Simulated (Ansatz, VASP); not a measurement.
# P: VASP beside Ansatz

```
CELL_PARAMETERS angstrom
1.61411 -5.35348 0.00000
1.61411 5.35348 0.00000
0.00000 0.00000 4.45088
ATOMIC_POSITIONS crystal
P 0.90414 0.09586 0.58882
P 0.09586 0.90414 0.41118
P 0.59586 0.40414 0.08882
P 0.40414 0.59586 0.91118
```

Change from the starting cell: volume scaled by 0.94.

Alike in both runs: task single point; functional LDA; k mesh 8 × 8 × 6; occupations fermi-dirac, width 0.05 eV; no spin polarisation.

```csv
,VASP,Ansatz
version,VASP 6.6.1,Ansatz 0.2.0
potentials or method,"VASP PAW LDA potentials, release 64 (P), cutoff 520 eV","all-electron LAPW, scalar-relativistic"
```

Ansatz gave:

- gap on the k mesh at the Fermi level (eV): 0.08
- least direct gap on the mesh (eV): 0.08
- pressure (GPa): 3.0
- traceless stress, the component that is largest in VASP (GPa): 0.77
- rms of the force components (eV/Å): 0.429

Problem. Estimate VASP's values.

Solution. gap on the k mesh at the Fermi level (eV): 0.08; least direct gap on the mesh (eV): 0.08; pressure (GPa): 2.6; traceless stress, the component that is largest in VASP (GPa): 0.74; rms of the force components (eV/Å): 0.400.

LDA's correlation is that of Perdew and Zunger in VASP and of Perdew and Wang (1992) in Ansatz. Atom by atom the forces differ by 0.030 eV/Å (rms over components). Ansatz ran all-electron here, and VASP with PAW potentials.
